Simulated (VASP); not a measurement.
# Cu (I4/mmm) in VASP: further runs

The runs below take Cu through single point, with PBE.

All numbers are computed with VASP 6.6.1; they aren't measurements. Logs are shortened: lines on timing, memory, paths and dates and some standing lists are left out, and cuts for length are marked.

## 1. The cell of the first run

The typed cell holds 1 atom: a = 2.469 Å, b = 2.469 Å, c = 2.469 Å, α = 109.55°, β = 109.55°, γ = 109.32°.

This isn't the form of Cu at room conditions, which is fcc.

## 2. Single point, PBE

INCAR reads:

```
ALGO = Fast
EDIFF = 1E-6
ENCUT = 520
GGA = PE
ISIF = 2
ISMEAR = 0
LASPH = True
LCHARG = False
LREAL = False
LWAVE = False
NBANDS = 12
NELM = 100
PREC = Accurate
SIGMA = 0.15
```

KPOINTS reads:

```
k-points
0
Gamma
  22 22 22
```

POSCAR reads:

```
Cu
1.0
   -1.4241500000      1.4241500000      1.4280500000
    1.4241500000     -1.4241500000      1.4280500000
    1.4241500000      1.4241500000     -1.4280500000
Cu
1
Direct
    0.0000000000      0.0000000000      0.0000000000
```

Potentials or basis: VASP PAW PBE potentials, release 64 (Cu).

Launch:

```bash
> cat potpaw_PBE.64/Cu/POTCAR > POTCAR
> mpirun -np 1 vasp_std > vasp.out
```

OUTCAR:

```text
EDIFF = 1E-6
   ENCUT = 520
   GGA = PE
   ISIF = 2
   ISMEAR = 0
   LASPH = True
   LREAL = False
   NELM = 100
   PREC = Accurate

 ion  position               nearest neighbor table
   1  0.000  0.000  0.000-

  LATTYP: Found a body centered tetragonal cell.
 ALAT       =     2.8483000000
 C/A-ratio  =     1.0027384756

  Lattice vectors:

 A1 = (  -1.4241500000,   1.4241500000,   1.4280500000)
 A2 = (   1.4241500000,  -1.4241500000,   1.4280500000)
 A3 = (   1.4241500000,   1.4241500000,  -1.4280500000)

Analysis of symmetry for initial positions (statically):
=====================================================================
 Subroutine PRICEL returns:
 Original cell was already a primitive cell.

 Routine SETGRP: Setting up the symmetry group for a
 body centered tetragonal supercell.

 Subroutine GETGRP returns: Found 16 space group operations
 (whereof 16 operations were pure point group operations)
 out of a pool of 16 trial point group operations.

The static configuration has the point symmetry D_4h.

Analysis of symmetry for dynamics (positions and initial velocities):
=====================================================================
 Subroutine PRICEL returns:
 Original cell was already a primitive cell.

 Routine SETGRP: Setting up the symmetry group for a
 body centered tetragonal supercell.

 Subroutine GETGRP returns: Found 16 space group operations
 (whereof 16 operations were pure point group operations)
 out of a pool of 16 trial point group operations.

The dynamic configuration has the point symmetry D_4h.

 Subroutine INISYM returns: Found 16 space group operations
 (whereof 16 operations are pure point group operations),
 and found     1 'primitive' translations

----------------------------------------------------------------------------------------

                                     Primitive cell

  volume of cell :      11.5855

  direct lattice vectors                    reciprocal lattice vectors
    -1.424150000  1.424150000  1.428050000     0.000000000  0.351086613  0.350127797
     1.424150000 -1.424150000  1.428050000     0.351086613  0.000000000  0.350127797
     1.424150000  1.424150000 -1.428050000     0.351086613  0.351086613  0.000000000

  length of vectors
     2.468953877  2.468953877  2.468953877     0.495833928  0.495833928  0.496511450

  position of ions in fractional coordinates (direct lattice)
     0.000000000  0.000000000  0.000000000

  ion indices of the primitive-cell ions
   primitive index   ion index
                 1           1

----------------------------------------------------------------------------------------

 KPOINTS: k-points

Automatic generation of k-mesh.
 Grid dimensions read from file:
 generate k-points for:   22   22   22

 Generating k-lattice:

  Cartesian coordinates                     Fractional coordinates (reciprocal lattice)
     0.000000000  0.015958482  0.015914900     0.045454545  0.000000000  0.000000000
     0.015958482  0.000000000  0.015914900     0.000000000  0.045454545  0.000000000
     0.015958482  0.015958482  0.000000000     0.000000000  0.000000000  0.045454545

  Length of vectors
     0.022537906  0.022537906  0.022568702

  Shift w.r.t. Gamma in fractional coordinates (k-lattice)
     0.000000000  0.000000000  0.000000000

 Subroutine IBZKPT returns following result:
 ===========================================

 Found    834 irreducible k-points:

 Following reciprocal coordinates:
            Coordinates               Weight
  0.000000  0.000000  0.000000      1.000000
  0.045455  0.000000 -0.000000      8.000000
  0.090909  0.000000 -0.000000      8.000000
  0.136364  0.000000  0.000000      8.000000
  0.181818  0.000000 -0.000000      8.000000
  0.227273  0.000000 -0.000000      8.000000
[... 16 lines left out ...]
  0.500000  0.045455 -0.000000     16.000000
 -0.454545  0.045455  0.000000     16.000000
 [... further k-points ...]
   k-points           NKPTS =    834   k-points in BZ     NKDIM =    834   number of bands    NBANDS=     12
   number of dos      NEDOS =    301   number of ions     NIONS =      1
   total plane-waves  NPLWV =   5832
   dimension x,y,z NGX =    18 NGY =   18 NGZ =   18
   dimension x,y,z NGXF=    36 NGYF=   36 NGZF=   36
   ions per type =               1
   NGX,Y,Z   is equivalent  to a cutoff of  12.12, 12.12, 12.12 a.u.
   NGXF,Y,Z  is equivalent  to a cutoff of  24.24, 24.24, 24.24 a.u.
 SYSTEM =  unknown system
   PREC   = accura    normal or accurate (medium, high low for compatibility)
   ISTART =      0    job   : 0-new  1-cont  2-samecut
   ICHARG =      2    charge: 1-file 2-atom 10-const
   ISPIN  =      1    spin polarized calculation?
   LNONCOLLINEAR =      F non collinear calculations
   LSORBIT =      F    spin-orbit coupling
   LASPH  =      T    aspherical Exc in radial PAW
   ENCUT  =  520.0 eV  38.22 Ry    6.18 a.u.   4.59  4.59  4.59*2*pi/ulx,y,z
   NELM   =    100;   NELMIN=  2; NELMDL= -5     # of ELM steps
   EDIFF  = 0.1E-05   stopping-criterion for ELM
   LREAL  =      F    real-space projection
   EDIFFG = 0.1E-04   stopping-criterion for IOM
   NSW    =      0    number of steps for IOM
   IBRION =     -1    ionic relax: 0-MD 1-quasi-New 2-CG
   NFREE  =      0    steps in history (QN), initial steepest desc. (CG)
   ISIF   =      2    stress and relaxation
   ISYM   =      2    0-nonsym 1-usesym 2-fastsym
   POTIM  = 0.5000    time-step for ionic-motion
   TEBEG  =    0.0;   TEEND  =   0.0 temperature during run
   PSTRESS=    0.0 pullay stress
   NELECT =      11.0000    total number of electrons
   NUPDOWN=      -1.0000    fix difference up-down
   EMIN   =  10.00;   EMAX   =-10.00  energy-range for DOS
   EFERMI =   0.00;   METHOD = LEGACY
   ISMEAR =     0;   SIGMA  =   0.15  broadening in eV -4-tet -1-fermi 0-gaus
   EFERMI_NEDOS =   21; number of points for ismear=-14 and -15
   IALGO  =     68    algorithm
   IMIX   =      4    mixing-type and parameters
     AMIX     =   0.40;   BMIX     =  1.00
     AMIX_MAG =   1.60;   BMIX_MAG =  1.00
  volume/ion in A,a.u.               =      11.59        78.18
  Fermi-wavevector in a.u.,A,eV,Ry     =   1.609042  3.040649 35.225712  2.589017
  Thomas-Fermi vector in A             =   2.704815
   LORBIT       =      0    0 simple, 1 ext, 2 COOP (PROOUT), +10 PAW based schemes
   GGA     = PE    functional components
   LHFCALC =     F    Hartree Fock is set to
   AEXX    =    0.0000 exact exchange contribution
   IVDW    =     0    specifies the selected vdW correction
   LEPSILON=     F    determine dielectric tensor
   LRPA    =     F    only Hartree local field effects (RPA)
 non-spin polarized calculation
 RMM-DIIS sequential band-by-band and
 Gauss-broadening in eV      SIGMA  =   0.15
  energy-cutoff  :      520.00
  volume of cell :       11.59
 maximum number of plane-waves:       325
   NGX =  9   NGY =  9   NGZ =  9

 number of electron      10.9999979 magnetization

 Free energy of the ion-electron system (eV)
  ---------------------------------------------------
  ext. energy  EPLUGINS =         0.00000000
  ---------------------------------------------------
  free energy    TOTEN  =        -3.68408163 eV

  energy without entropy =       -3.67900680  energy(sigma->0) =       -3.68154421

 E-fermi :   7.8283     XC(G=0): -12.8399

 val. band max:        7.8261783600   @ k =  -0.2273   0.4545   0.0909
 cond. band min:       7.8289684329   @ k =  -0.3182   0.4545   0.0909
 fundamental gap:      0.0027900729
 Fermi energy:         7.8282777790

 k-point     1 :       0.0000    0.0000    0.0000
  band No.  band energies     occupation
      1      -1.6667      2.00000
      2       4.6538      2.00000
      3       4.6538      2.00000
      4       4.6644      2.00000
      5       5.6914      2.00000
      6       5.7027      2.00000
      7      33.0345      0.00000
      8      33.0949      0.00000
      9      33.0949      0.00000
     10      36.6883      0.00000
     11      36.7573      0.00000
     12      37.0259      0.00000

 k-point     2 :       0.0455    0.0000   -0.0000
  band No.  band energies     occupation
      1      -1.5858      2.00000
      2       4.6431      2.00000
      3       4.6533      2.00000
      4       4.6911      2.00000
      5       5.6778      2.00000
      6       5.7019      2.00000
      7      32.1274      0.00000
      8      32.8611      0.00000
      9      32.8878      0.00000
     10      35.5675      0.00000
     11      35.5758      0.00000
     12      35.7179      0.00000

 k-point     3 :       0.0909    0.0000   -0.0000
  band No.  band energies     occupation
      1      -1.3451      2.00000
      2       4.5989      2.00000
      3       4.6496      2.00000
      4       4.7833      2.00000
      5       5.6377      2.00000
      6       5.7046      2.00000
      7      30.0304      0.00000
      8      32.1298      0.00000
      9      32.3988      0.00000
     10      33.9919      0.00000
     11      34.6784      0.00000
     12      35.2795      0.00000
[... 286 lines left out ...]
 k-point    23 :       0.5000    0.0455   -0.0000
  band No.  band energies     occupation
      1       2.7130      2.00000
      2       3.9399      2.00000
      3       5.6401      2.00000
      4       5.7321      2.00000
      5       6.2533      2.00000
      6       7.3917      1.99996
      7      12.4446      0.00000
      8      24.7109      0.00000
      9      25.5698      0.00000
     10      30.0193      0.00000
     11      32.9803      0.00000
     12      41.3766      0.00000

 k-point    24 :      -0.4545    0.0455    0.0000
  band No.  band energies     occupation
      1       2.6444      2.00000
      2       3.9676      2.00000
      3       5.5826      2.00000
      4       5.7122      2.00000
      5       6.0803      2.00000
      6       6.8339      2.00000
      7      13.5335      0.00000
      8      24.9095      0.00000
      9      25.7915      0.00000
     10      30.0999      0.00000
     11      33.0070      0.00000
     12      40.9300      0.00000

 [... further k-points ...]

------------------------ aborting loop because EDIFF is reached ----------------------------------------

  FORCE on cell =-STRESS in cart. coord.  units (eV):
  Direction    XX          YY          ZZ          XY          YZ          ZX
  --------------------------------------------------------------------------------------
  -------------------------------------------------------------------------------------
  Total        0.4453855      0.4453855      0.4490209      0.0000000     -0.0000000      0.0000000
  in kB       61.5930664     61.5930664     62.0958012      0.0000000     -0.0000000      0.0000000
  external PRESSURE =      61.7606447 kB  Pullay stress =       0.0000000 kB

 VOLUME and BASIS-vectors are now :
 -----------------------------------------------------------------------------
  energy-cutoff  :      520.00
  volume of cell :       11.59
      direct lattice vectors                 reciprocal lattice vectors
    -1.424150000  1.424150000  1.428050000     0.000000000  0.351086613  0.350127797
     1.424150000 -1.424150000  1.428050000     0.351086613  0.000000000  0.350127797
     1.424150000  1.424150000 -1.428050000     0.351086613  0.351086613  0.000000000

 POSITION                                       TOTAL-FORCE (eV/Angst)
 -----------------------------------------------------------------------------------
      0.00000      0.00000      0.00000         0.000000      0.000000      0.000000
 -----------------------------------------------------------------------------------
    total drift:                                0.000000      0.000000      0.000000

  FREE ENERGIE OF THE ION-ELECTRON SYSTEM (eV)
  ---------------------------------------------------
  free  energy   TOTEN  =        -3.6840816306 eV

  energy  without entropy=       -3.6790067955  energy(sigma->0) =       -3.68154421
```

It took 2.5 min on 1 thread of Intel Xeon 8259CL, shared host; peak memory 0.22 GiB.

Results:

```
Free energy            : -3.6841 eV
Pressure               : 6.2 GPa
Band gap on the k mesh : zero (an odd number of electrons rules out a gap without spin polarisation)
```

Levels at points of the mesh, in eV from the Fermi level:
```tsv
k point	band 4	band 5	band 6	band 7	band 8	band 9
(0.00, 0.00, 0.00)	-3.16	-2.14	-2.13	25.21	25.27	25.27
(0.50, 0.00, 0.00)	-2.02	-1.38	-0.64	4.44	17.68	17.82
(0.50, 0.50, 0.00)	-2.02	-1.38	-0.62	4.47	17.61	17.74
(0.50, 0.50, 0.50)	-1.55	-1.55	8.21	8.32	8.32	13.71
```

Caveat: the cell stands under pressure.

## 3. Single point, PBE

This run uses another cell than the first one, of 11.77 Å³/atom.

INCAR reads:

```
SYSTEM = Cu
  PREC = Accurate
  ENCUT = 520
  EDIFF = 1E-6
  ISMEAR = 0
  SIGMA = 0.15
  LREAL = .FALSE.
  LASPH = .TRUE.
  NELM = 80
  ALGO = Normal
  ISIF = 2
  LWAVE = .FALSE.
  LCHARG = .FALSE.
  GGA = PE
  NBANDS = 12
```

KPOINTS reads:

```
regular mesh
0
G
  22 22 22
  0 0 0
```

POSCAR reads:

```
Cu
1.0
   -1.4241500000      1.4241500000      1.4511000000
    1.4241500000     -1.4241500000      1.4511000000
    1.4241500000      1.4241500000     -1.4511000000
Cu
1
Direct
    0.0000000000      0.0000000000      0.0000000000
```

Potentials or basis: VASP PAW PBE potentials, release 64 (Cu).

Launch:

```bash
> cat potpaw_PBE.64/Cu/POTCAR > POTCAR
> mpirun -np 1 vasp_std > vasp.out
```

Wall time 2.1 min (1 thread of Intel Xeon 8259CL, shared host); peak memory 0.22 GiB.

It converged, with:

| Quantity | Value |
| --- | --- |
| Free energy | -3.6898 eV |
| Pressure | 3.4 GPa |
| Band gap on the k mesh | zero (an odd number of electrons rules out a gap without spin polarisation) |

Stress tensor (GPa, compression positive):
```
3.28 0.00 0.00
0.00 3.28 0.00
0.00 0.00 3.64
```

Levels at points of the mesh, in eV from the Fermi level:
| k point | band 4 | band 5 | band 6 | band 7 | band 8 | band 9 |
| --- | --- | --- | --- | --- | --- | --- |
| (0.00, 0.00, 0.00) | -3.07 | -2.14 | -2.07 | 24.82 | 25.21 | 25.21 |
| (0.50, 0.00, 0.00) | -2.00 | -1.37 | -0.64 | 4.30 | 17.69 | 17.77 |
| (0.50, 0.50, 0.00) | -1.97 | -1.36 | -0.50 | 4.50 | 17.20 | 17.23 |
| (0.50, 0.50, 0.50) | -1.53 | -1.53 | 7.75 | 8.45 | 8.45 | 13.38 |

Caveat: the cell stands under pressure.

## 4. Single point, PBE

This run uses another cell than the first one, of 11.79 Å³/atom.

INCAR reads:

```
PREC = Accurate
ENCUT = 520
EDIFF = 1E-7
ISMEAR = 0
SIGMA = 0.15
LREAL = False
LASPH = True
NELM = 60
ALGO = Normal
ISIF = 2
LWAVE = False
LCHARG = False
GGA = PE
NBANDS = 12
```

KPOINTS reads:

```
Automatic mesh
0
Gamma
  22 22 22
```

POSCAR reads:

```
Cu
1.0
   -1.4487000000      1.4487000000      1.4050000000
    1.4487000000     -1.4487000000      1.4050000000
    1.4487000000      1.4487000000     -1.4050000000
Cu
1
Direct
    0.0000000000      0.0000000000      0.0000000000
```

Launch:

```bash
> cat potpaw_PBE.64/Cu/POTCAR > POTCAR
> mpirun -np 1 vasp_std > vasp.out
```

Wall time 2.3 min (1 thread of Intel Xeon 8259CL, shared host); peak memory 0.22 GiB.

Results (log left out):

```
Free energy            : -3.6905 eV
Pressure               : 3.1 GPa
Band gap on the k mesh : zero (an odd number of electrons rules out a gap without spin polarisation)
```

Stress tensor (GPa, compression positive):
```
3.27 0.00 0.00
0.00 3.27 0.00
0.00 0.00 2.82
```

Levels at points of the mesh, in eV from the Fermi level:
| k point | band 3 | band 4 | band 5 | band 6 | band 7 | band 8 | band 9 | band 10 |
| --- | --- | --- | --- | --- | --- | --- | --- | --- |
| (0.00, 0.00, 0.00) | -3.07 | -3.07 | -2.17 | -2.04 | 24.78 | 24.78 | 25.54 | 28.30 |
| (0.50, 0.00, 0.00) | -2.12 | -1.95 | -1.37 | -0.51 | 4.46 | 17.25 | 17.28 | 21.13 |
| (0.50, 0.50, 0.00) | -2.23 | -2.03 | -1.38 | -0.75 | 4.13 | 18.05 | 18.17 | 21.87 |
| (0.50, 0.50, 0.50) | -1.55 | -1.55 | -1.52 | 7.82 | 7.82 | 8.98 | 13.30 | 13.76 |

Caveat: the cell stands under pressure.

## 5. The runs side by side

| cell | gap on the mesh (eV) | pressure (GPa) |
| --- | --- | --- |
| a = 2.469 Å, angles 109.5, 109.5, 109.3°, 1 atom | none | 6.2 |
| a = 2.482 Å, angles 110.0, 110.0, 108.5°, 1 atom | none | 3.4 |
| a = 2.484 Å, angles 108.7, 108.7, 111.1°, 1 atom | none | 3.1 |

Alike in all rows: task single point; level PBE; potentials or basis VASP PAW PBE potentials, release 64 (Cu); no spin polarisation; k mesh 22 × 22 × 22; cutoff (eV) 520; smearing gaussian 0.15 eV.

Caveats: the cell stands under pressure.

Absolute energies hang on the potentials; compare differences alone.
